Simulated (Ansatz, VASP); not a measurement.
## Ti: VASP beside Ansatz

```
CELL_PARAMETERS angstrom
3.00900 0.00000 0.00000
-1.50450 2.60587 0.00000
0.00000 0.00000 4.68600
ATOMIC_POSITIONS crystal
Ti 0.33333 0.66667 0.25000
Ti 0.66667 0.33333 0.75000
```

Change from the starting cell: equal xx and yy strain of +2 %, crystal datasets.

Alike in both runs: task electric field gradients; functional PBE; k mesh 13 × 13 × 7; occupations fermi-dirac, width 0.08 eV; no spin polarisation.

|  | VASP | Ansatz |
| --- | --- | --- |
| version | VASP 6.6.1 | Ansatz 0.2.0 |
| potentials or method | VASP PAW PBE potentials, release 64 (Ti_sv), cutoff 400 eV | all-electron PAW with datasets made for the crystal, scalar-relativistic |

```csv
,VASP,Ansatz,Ansatz less VASP
pressure (GPa),-6.3,-5.4,+0.87
"traceless stress, the component that is largest in VASP (GPa)",1.03,1.03,+0.002
size of Vzz on the site where it differs most (V/Å²),18.0,19.5,+1.49
```

Ansatz ran all-electron here, and VASP with PAW potentials.
